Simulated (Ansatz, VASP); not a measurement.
Sc4As3 in VASP and in Ansatz

```xyz
14
Lattice="-4.0881 4.0881 4.0881 4.0881 -4.0881 4.0881 4.0881 4.0881 -4.0881" Properties=species:S:1:pos:R:3 pbc="T T T"
Sc   -0.5625    3.5256    0.5625
Sc    2.6066    2.6066    2.6066
Sc    3.5256    0.5625   -0.5625
Sc    0.5625   -0.5625    3.5256
Sc   -1.4815    1.4815    5.5696
Sc    1.4815    5.5696   -1.4815
Sc    5.5696   -1.4815    1.4815
Sc    0.5625    0.5625    0.5625
As    2.0441    3.0661    0.0000
As    0.0000    2.0441    3.0661
As    3.0661    0.0000    2.0441
As    1.0220    0.0000    6.1322
As    6.1322    1.0220    0.0000
As    0.0000    6.1322    1.0220
```

Alike in both runs: functional PBE; k mesh 3 × 3 × 3; occupations gaussian, width 0.2 eV; no spin polarisation.

Ansatz relaxed the structure, and its values are those at the end. VASP's run is a single point on that final structure, the one shown.

```csv
,VASP,Ansatz
version,VASP 6.6.1,Ansatz 0.2.0
potentials or method,"VASP PAW PBE potentials, release 64 (Sc_sv, As), cutoff 520 eV","scalar-relativistic, plane waves, PAW"
valence electrons in the cell,118,178
```

VASP gave:

| Property | Result |
| --- | --- |
| gap on the k mesh at the Fermi level (eV) | none |
| pressure (GPa) | 0.5 |
| rms of the force components (eV/Å) | 0.035 |

Problem. What did Ansatz give for the same quantities?

Solution. gap on the k mesh at the Fermi level (eV): none; pressure (GPa): 0.3; rms of the force components (eV/Å): 0.031.

A gap of «none» marks a metal or a gap that the smearing closes. VASP's potentials hold 118 valence electrons a cell and Ansatz's 178, so a difference there can come from the potentials and not from the codes.

The k mesh is coarse, so the values compare programs but aren't converged.
